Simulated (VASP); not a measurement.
Runs of VASP 6.6.1 on Ga. The structure is that of space group P6_3/mmc (No. 194), or close to it. The cells are those of the table. 

| cell | k mesh | gap on the mesh (eV) | pressure (GPa) |
| --- | --- | --- | --- |
| a = 3.074, b = 3.074, c = 4.852 Å, angles 90.0, 90.0, 120.0°, 2 atoms | 13 × 13 × 8 | none | -1.6 |
| a = 2.907, b = 2.907, c = 4.589 Å, angles 90.0, 90.0, 120.0°, 2 atoms | 13 × 13 × 8 | none | (b) |
| a = 2.951, b = 2.951, c = 4.658 Å, angles 90.0, 90.0, 120.0°, 2 atoms | 13 × 13 × 8 | none | 5.0 |
| a = 3.151, b = 3.151, c = 4.973 Å, angles 90.0, 90.0, 120.0°, 2 atoms | 13 × 13 × 8 | none | (a) |
| a = 2.993, b = 2.993, c = 4.724 Å, angles 90.0, 90.0, 120.0°, 2 atoms | 13 × 13 × 8 | none | 2.3 |
| a = 3.034, b = 3.034, c = 4.789 Å, angles 90.0, 90.0, 120.0°, 2 atoms | 6 × 6 × 4 | none | (c) |
| a = 3.034, b = 3.034, c = 4.789 Å, angles 90.0, 90.0, 120.0°, 2 atoms | 13 × 13 × 8 | none | 0.1 |
| a = 3.034, b = 3.034, c = 4.789 Å, angles 90.0, 90.0, 120.0°, 2 atoms | 20 × 20 × 11 | none | 0.2 |
| a = 3.113, b = 3.113, c = 4.913 Å, angles 90.0, 90.0, 120.0°, 2 atoms | 13 × 13 × 8 | none | -2.9 |

Alike in all rows: task single point; level PBE; potentials or basis VASP PAW PBE potentials, release 64 (Ga_d); no spin polarisation; cutoff (eV) 500; smearing fermi-dirac 0.1 eV.

Problem. Estimate the missing entries.

Solution. (a) -3.9; (b) 8.5; (c) -0.1.

Caveats: some runs use coarse meshes.

A k mesh can miss the band edges, and the runs leave out spin-orbit coupling on Ga.

A gap of «none» marks levels without a gap at the run's occupations.
